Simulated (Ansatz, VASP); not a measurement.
# Zn2CdSe3 in VASP and in Ansatz

```
CELL_PARAMETERS angstrom
4.65475 0.00000 0.00000
-2.32737 4.03113 0.00000
0.00000 0.00000 8.02144
ATOMIC_POSITIONS crystal
Zn 0.33333 0.66667 0.12732
Zn 0.66667 0.33333 0.12732
Cd 0.00000 0.00000 0.97441
Se 0.33333 0.66667 0.45130
Se 0.66667 0.33333 0.45130
Se 0.00000 0.00000 0.65683
```

Alike in both runs: functional PBE; k mesh 3 × 3 × 2; occupations gaussian, width 0.15 eV; no spin polarisation.

Ansatz relaxed the structure, and its values are those at the end. VASP's run is a single point on that final structure, the one shown.

```csv
,VASP,Ansatz
version,VASP 6.6.1,Ansatz 0.2.0
potentials or method,"VASP PAW PBE potentials, release 64 (Zn, Cd, Se), cutoff 520 eV","scalar-relativistic, plane waves, PAW"
valence electrons in the cell,54,92
```

```csv
,VASP,Ansatz,Ansatz less VASP
gap on the k mesh at the Fermi level (eV),none,none,-
pressure (GPa),0.1,0.0,-0.13
rms of the force components (eV/Å),0.028,0.013,-0.0148
```

A gap of «none» marks a metal or a gap that the smearing closes. VASP's potentials hold 54 valence electrons a cell and Ansatz's 92, so a difference there can come from the potentials and not from the codes.

The k mesh is coarse, so the values compare programs but aren't converged.
